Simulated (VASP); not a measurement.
# WC (Fm-3m) in VASP: settings compared

Aim: see how the results for WC move with the level of theory and the settings. Levels: PBE+D4, PBEsol+U. Tasks: single point.

Everything below comes from runs of VASP 6.6.1. Logs are shortened: lines on timing, memory, paths and dates and some standing lists are left out, and cuts for length are marked.

## (1) The cell of the first run

The structure is cubic, space group Fm-3m (No. 225). Conventional cell: a = 4.352 Å, b = 4.352 Å, c = 4.352 Å, α = 90.00°, β = 90.00°, γ = 90.00°. Within 2.9 Å of W (site symmetry m-3m) lie 6 C at 2.18 Å. C (site symmetry m-3m) has 6 W at 2.18 Å within 2.9 Å.

## (2) Single point, PBE+D4

INCAR reads:

```
ALGO     = Normal         # electronic algorithm
EDIFF    = 1E-6           # SCF threshold, eV
ENCUT    = 910            # plane-wave cutoff, eV
GGA      = PE             # functional
GGA_COMPAT= False        
ISIF     = 2              # what is computed and relaxed
ISMEAR   = -1             # smearing method
IVDW     = 13             # dispersion correction
LASPH    = True           # aspherical terms in the spheres
LCHARG   = False          # write CHGCAR
LREAL    = False          # projectors in reciprocal space
LWAVE    = False          # write WAVECAR
NBANDS   = 16             # bands
NELM     = 120            # most SCF steps
PREC     = Accurate       # precision mode
SIGMA    = 0.05           # smearing width, eV
```

KPOINTS reads:

```
k-points
0
Gamma
  10 10 10
```

POSCAR reads:

```
WC
1.0
    0.0000000000      2.1759266022      2.1759266022
    2.1759266022      0.0000000000      2.1759266022
    2.1759266022      2.1759266022      0.0000000000
W C
1 1
Direct
    0.0000000000      0.0000000000      0.0000000000
    0.5000000000      0.5000000000      0.5000000000
```

Potentials or basis: VASP PAW PBE potentials, release 64 (W_sv, C_h).

Run with:

```sh
> cat potpaw_PBE.64/W_sv/POTCAR potpaw_PBE.64/C_h/POTCAR > POTCAR
> mpirun -np 1 vasp_std > vasp.out
```

OUTCAR:

```text
EDIFF = 1E-6
   ENCUT = 910
   GGA = PE
   ISIF = 2
   ISMEAR = -1
   IVDW = 13
   LASPH = True
   LREAL = False
   NELM = 120
   PREC = Accurate

 ion  position               nearest neighbor table
   1  0.000  0.000  0.000-   2 2.18   2 2.18   2 2.18   2 2.18   2 2.18   2 2.18
   2  0.500  0.500  0.500-   1 2.18   1 2.18   1 2.18   1 2.18   1 2.18   1 2.18

  LATTYP: Found a face centered cubic cell.
 ALAT       =     4.3518532044

  Lattice vectors:

 A1 = (   0.0000000000,   2.1759266022,   2.1759266022)
 A2 = (   2.1759266022,   0.0000000000,   2.1759266022)
 A3 = (   2.1759266022,   2.1759266022,   0.0000000000)

Analysis of symmetry for initial positions (statically):
=====================================================================
 Subroutine PRICEL returns:
 Original cell was already a primitive cell.

 Routine SETGRP: Setting up the symmetry group for a
 face centered cubic supercell.

 Subroutine GETGRP returns: Found 48 space group operations
 (whereof 48 operations were pure point group operations)
 out of a pool of 48 trial point group operations.

The static configuration has the point symmetry O_h .

Analysis of symmetry for dynamics (positions and initial velocities):
=====================================================================
 Subroutine PRICEL returns:
 Original cell was already a primitive cell.

 Routine SETGRP: Setting up the symmetry group for a
 face centered cubic supercell.

 Subroutine GETGRP returns: Found 48 space group operations
 (whereof 48 operations were pure point group operations)
 out of a pool of 48 trial point group operations.

The dynamic configuration has the point symmetry O_h .

 Subroutine INISYM returns: Found 48 space group operations
 (whereof 48 operations are pure point group operations),
 and found     1 'primitive' translations

----------------------------------------------------------------------------------------

                                     Primitive cell

  volume of cell :      20.6045

  direct lattice vectors                    reciprocal lattice vectors
     0.000000000  2.175926602  2.175926602    -0.229787163  0.229787163  0.229787163
     2.175926602  0.000000000  2.175926602     0.229787163 -0.229787163  0.229787163
     2.175926602  2.175926602  0.000000000     0.229787163  0.229787163 -0.229787163

  length of vectors
     3.077224912  3.077224912  3.077224912     0.398003041  0.398003041  0.398003041

  position of ions in fractional coordinates (direct lattice)
     0.000000000  0.000000000  0.000000000
     0.500000000  0.500000000  0.500000000
[... 77 lines left out ...]
   EDIFF  = 0.1E-05   stopping-criterion for ELM
   LREAL  =      F    real-space projection
   EDIFFG = 0.1E-04   stopping-criterion for IOM
   NSW    =      0    number of steps for IOM
   IBRION =     -1    ionic relax: 0-MD 1-quasi-New 2-CG
   NFREE  =      0    steps in history (QN), initial steepest desc. (CG)
   ISIF   =      2    stress and relaxation
   ISYM   =      2    0-nonsym 1-usesym 2-fastsym
   POTIM  = 0.5000    time-step for ionic-motion
   TEBEG  =    0.0;   TEEND  =   0.0 temperature during run
   PSTRESS=    0.0 pullay stress
   NELECT =      18.0000    total number of electrons
   NUPDOWN=      -1.0000    fix difference up-down
   EMIN   =  10.00;   EMAX   =-10.00  energy-range for DOS
   EFERMI =   0.00;   METHOD = LEGACY
   ISMEAR =    -1;   SIGMA  =   0.05  broadening in eV -4-tet -1-fermi 0-gaus
   EFERMI_NEDOS =   21; number of points for ismear=-14 and -15
   IALGO  =     38    algorithm
   IMIX   =      4    mixing-type and parameters
     AMIX     =   0.40;   BMIX     =  1.00
     AMIX_MAG =   1.60;   BMIX_MAG =  1.00
  volume/ion in A,a.u.               =      10.30        69.52
  Fermi-wavevector in a.u.,A,eV,Ry     =   1.564989  2.957401 33.323282  2.449192
  Thomas-Fermi vector in A             =   2.667532
   LORBIT       =      0    0 simple, 1 ext, 2 COOP (PROOUT), +10 PAW based schemes
   GGA     = PE    functional components
   LHFCALC =     F    Hartree Fock is set to
   AEXX    =    0.0000 exact exchange contribution
   IVDW    =    13    specifies the selected vdW correction
   LEPSILON=     F    determine dielectric tensor
   LRPA    =     F    only Hartree local field effects (RPA)
 non-spin polarized calculation
  energy-cutoff  :      910.00
  volume of cell :       20.60
 maximum number of plane-waves:      1307
   NGX = 15   NGY = 15   NGZ = 15

 number of electron      18.0000001 magnetization

 Free energy of the ion-electron system (eV)
  ---------------------------------------------------
  ext. energy  EPLUGINS =         0.00000000
  ---------------------------------------------------
  free energy    TOTEN  =       -21.56741637 eV

  energy without entropy =      -21.56107402  energy(sigma->0) =      -21.56424519

 E-fermi :  13.1433     XC(G=0): -13.8783

 val. band max:       13.0544254996   @ k =   0.3000   0.2000   0.1000
 cond. band min:      13.1603798530   @ k =  -0.1000   0.1000   0.0000
 fundamental gap:      0.1059543533
 Fermi energy:        13.1433038625

 k-point     1 :       0.0000    0.0000    0.0000
  band No.  band energies     occupation
      1     -62.3284      2.00000
      2     -26.3203      2.00000
      3     -26.3203      2.00000
      4     -26.3203      2.00000
      5      -2.9186      2.00000
      6      10.2626      2.00000
[... 433 lines left out ...]
      3     -26.5127      2.00000
      4     -26.4933      2.00000
      5      -0.4351      2.00000
      6       5.9045      2.00000
[... 8 lines left out ...]
     15      25.0124      0.00000
     16      28.7313      0.00000

 [... further k-points ...]

------------------------ aborting loop because EDIFF is reached ----------------------------------------

  DFT-D4 for vdW energy calculation

  Edisp (eV):   -0.98383

  FORCE on cell =-STRESS in cart. coord.  units (eV):
  Direction    XX          YY          ZZ          XY          YZ          ZX
  --------------------------------------------------------------------------------------
  -------------------------------------------------------------------------------------
  Total       0.07584     0.07584     0.07584    -0.00000    -0.00000     0.00000
  in kB       5.89744     5.89744     5.89744    -0.00000    -0.00000     0.00000
  external pressure =        5.90 kB  Pullay stress =        0.00 kB

 VOLUME and BASIS-vectors are now :
 -----------------------------------------------------------------------------
  energy-cutoff  :      910.00
  volume of cell :       20.60
      direct lattice vectors                 reciprocal lattice vectors
     0.000000000  2.175926602  2.175926602    -0.229787163  0.229787163  0.229787163
     2.175926602  0.000000000  2.175926602     0.229787163 -0.229787163  0.229787163
     2.175926602  2.175926602  0.000000000     0.229787163  0.229787163 -0.229787163

 POSITION                                       TOTAL-FORCE (eV/Angst)
 -----------------------------------------------------------------------------------
      0.00000      0.00000      0.00000         0.000000     -0.000000      0.000000
      2.17593      2.17593      2.17593        -0.000000      0.000000     -0.000000
 -----------------------------------------------------------------------------------
    total drift:                               -0.000000      0.000000      0.000000

  FREE ENERGIE OF THE ION-ELECTRON SYSTEM (eV)
  ---------------------------------------------------
  free  energy   TOTEN  =       -22.5512510446 eV

  energy  without entropy=      -22.5449086970  energy(sigma->0) =      -22.54807987
```

Wall time 32 s (1 thread of AMD EPYC 9R45 (Zen 5), shared host); peak memory 0.17 GiB.

What came out:

| Quantity | Value |
| --- | --- |
| Free energy | -22.5513 eV |
| Pressure | 0.6 GPa |
| Band gap on the k mesh | zero (band 9 reaches 14.19 eV, above the bottom of band 10 at 10.90 eV) |
| Dispersion energy per atom | -0.492 eV |

Levels at points of the mesh, in eV from the Fermi level:
```
           k point  band 5  band 6  band 7  band 8  band 9  band 10  band 11  band 12  band 13  band 14
(0.00, 0.00, 0.00)  -16.06   -2.88   -2.88   -2.88   -1.17    -1.17    -1.17    -1.03    -1.03     6.70
(0.50, 0.00, 0.00)  -11.31  -10.04   -6.80   -6.80    1.05     1.05     2.37     4.90     8.98     8.98
(0.50, 0.50, 0.00)  -13.84   -5.99   -5.71   -2.60   -2.60     0.85     2.32     2.32     5.62     7.52
```

Caveat: the cutoff is under 1.25 times the usual one of these potentials, so pressure, stress and relaxed cells hold a basis-set (Pulay) error; spin-orbit coupling is left out, which moves the levels of the heavy elements; pairwise dispersion overbinds metals, which lowers pressure and volume.

## (3) Single point, PBEsol+U

This run uses another cell than the first one, of 10.27 Å³/atom, 0.997 times its volume.

INCAR reads:

```
SYSTEM = WC
PREC = Accurate ; ENCUT = 910
EDIFF = 1E-6 ; ISMEAR = -1
SIGMA = 0.05 ; LREAL = .FALSE.
LASPH = .TRUE. ; NELM = 200
ALGO = Normal ; ISIF = 2
LWAVE = .FALSE. ; LCHARG = .FALSE.
LMAXMIX = 4 ; LDAU = .TRUE.
LDAUTYPE = 2 ; LDAUL = 2 -1
LDAUU = 4 0 ; LDAUJ = 0 0
LDAUPRINT = 1 ; GGA = PS
NBANDS = 16 ; GGA_COMPAT = .FALSE.
```

KPOINTS reads:

```
regular mesh
0
G
  10 10 10
  0 0 0
```

POSCAR reads:

```
WC
1.0
    0.0000000000      2.1734773072      2.1734773072
    2.1734773072      0.0000000000      2.1734773072
    2.1734773072      2.1734773072      0.0000000000
W C
1 1
Direct
    0.0000000000      0.0000000000      0.0000000000
    0.5000000000      0.5000000000      0.5000000000
```

Potentials or basis: VASP PAW PBE potentials, release 64 (W_sv, C_h).

Run with:

```sh
> cat potpaw_PBE.64/W_sv/POTCAR potpaw_PBE.64/C_h/POTCAR > POTCAR
> mpirun -np 1 vasp_std > vasp.out
```

Wall time 21 s (1 thread of Intel Xeon 6975P-C (Granite Rapids), shared host); peak memory 0.2 GiB.

It converged, with:

| Quantity | Value |
| --- | --- |
| Free energy | -18.5023 eV |
| Pressure | 8.4 GPa |
| Band gap on the k mesh | zero (band 9 reaches 14.54 eV, above the bottom of band 10 at 11.16 eV) |

Levels at points of the mesh, in eV from the Fermi level:
| k point | band 6 | band 7 | band 8 | band 9 | band 10 | band 11 | band 12 | band 13 |
| --- | --- | --- | --- | --- | --- | --- | --- | --- |
| (0.00, 0.00, 0.00) | -2.87 | -2.87 | -2.87 | -1.33 | -1.33 | -1.33 | -1.00 | -1.00 |
| (0.50, 0.00, 0.00) | -10.29 | -6.85 | -6.85 | 1.13 | 1.13 | 2.36 | 4.55 | 9.01 |
| (0.50, 0.50, 0.00) | -6.05 | -6.00 | -2.81 | -2.81 | 0.91 | 2.43 | 2.43 | 5.42 |

Eigenvalues of the final occupation matrices:
```tsv
site	spin	trace	eigenvalues
site 1 d	1	1.70	0.33 0.33 0.33 0.35 0.35
site 1 d	2	1.70	0.33 0.33 0.33 0.35 0.35
```

Caveat: the cutoff is under 1.25 times the usual one of these potentials, so pressure, stress and relaxed cells hold a basis-set (Pulay) error; the PAW data sets were made with another functional, which shifts forces and pressure a little; spin-orbit coupling is left out, which moves the levels of the heavy elements; U without spin polarisation on a metal has little footing; the U is typed as a test and isn't derived for this compound.
